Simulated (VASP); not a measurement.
A run of VASP 6.6.1 is set up as follows.

Contents of INCAR:

```
SYSTEM = WC
ALGO = Normal
EDIFF = 1E-8
ENCUT = 520
GGA = PE
ISIF = 2
ISMEAR = -1
LASPH = .True.
LCHARG = .False.
LEFG = .True.
LREAL = .False.
LWAVE = .False.
NBANDS = 16
NELM = 100
PREC = Accurate
SIGMA = 0.05
```

The input KPOINTS:

```
k-points
0
Gamma
  13 13 12
  0 0 0
```

The input POSCAR:

```
WC
1.0
    2.8412909150      0.0000000000      0.0000000000
   -1.4206454575      2.4606301120      0.0000000000
    0.0000000000      0.0000000000      2.7712491016
W C
1 1
Direct
    0.0000000000      0.0000000000      0.0000000000
    0.6666666667      0.3333333333      0.5000000000
```

Potentials or basis: VASP PAW PBE potentials, release 64 (W_sv, C).

The run is started by

```sh
$ cat potpaw_PBE.64/W_sv/POTCAR potpaw_PBE.64/C/POTCAR > POTCAR
$ mpirun -np 1 vasp_std > vasp.out
```

(1) What does it give for the pressure?

(2) Estimate the band gap on the k mesh.

Answers

(1) 39.6 GPa.

(2) zero (band 9 reaches 12.80 eV, above the bottom of band 10 at 11.42 eV).

Caveat: without QUAD_EFG the Cq values of the log hold for a quadrupole moment of 1 mb, not for the nuclei; spin-orbit coupling is left out, which moves the levels of the heavy elements.
